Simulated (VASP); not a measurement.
A run of VASP 6.6.1 is set up as follows.

INCAR

```
SYSTEM = Li2Cl3
PREC     = Accurate       ! precision mode
ENCUT    = 520            ! plane-wave cutoff, eV
EDIFF    = 1E-7           ! SCF threshold, eV
ISMEAR   = 0              ! smearing method
SIGMA    = 0.1            ! smearing width, eV
LREAL    = .FALSE.        ! projectors in reciprocal space
LASPH    = .TRUE.         ! aspherical terms in the spheres
NELM     = 100            ! most SCF steps
ALGO     = Normal         ! electronic algorithm
ISIF     = 2              ! what is computed and relaxed
LWAVE    = .FALSE.        ! write WAVECAR
LCHARG   = .FALSE.        ! write CHGCAR
GGA      = PE             ! functional
NBANDS   = 38             ! bands
```

Contents of KPOINTS:

```
Automatic mesh
0
G
  6 6 6
  0 0 0
```

POSCAR

```
Li2Cl3
1.0
    3.2440456473      1.8729506277      5.4090425290
   -3.2440456473      1.8729506277      5.4090425290
    0.0000000000     -3.7459012555      5.4090425290
Li Cl
4 6
Direct
    0.8493742987      0.8493742987      0.8493742987
    0.6506257013      0.6506257013      0.6506257013
    0.1506257013      0.1506257013      0.1506257013
    0.3493742987      0.3493742987      0.3493742987
    0.0719605673      0.4280394327      0.7500000000
    0.7500000000      0.0719605673      0.4280394327
    0.4280394327      0.7500000000      0.0719605673
    0.9280394327      0.5719605673      0.2500000000
    0.2500000000      0.9280394327      0.5719605673
    0.5719605673      0.2500000000      0.9280394327
```

Potentials or basis: VASP PAW PBE potentials, release 64 (Li_sv, Cl).

Command:

```bash
$ cat potpaw_PBE.64/Li_sv/POTCAR potpaw_PBE.64/Cl/POTCAR > POTCAR
$ mpirun -np 1 vasp_std > vasp.out
```

**Question.** What does it give for the band gap on the k mesh?

**Answer.** Zero (bands 27 and 28 overlap by 0.31 eV).

Forces in eV/Å, atoms in the order of the input:
```
Li   0.000  0.000  0.002
Li   0.000  0.000 -0.002
Li   0.000  0.000 -0.002
Li   0.000  0.000  0.002
Cl  -0.002  0.000  0.000
Cl   0.001 -0.002  0.000
Cl   0.001  0.002  0.000
Cl   0.002  0.000  0.000
Cl  -0.001  0.002  0.000
Cl  -0.001 -0.002  0.000
```
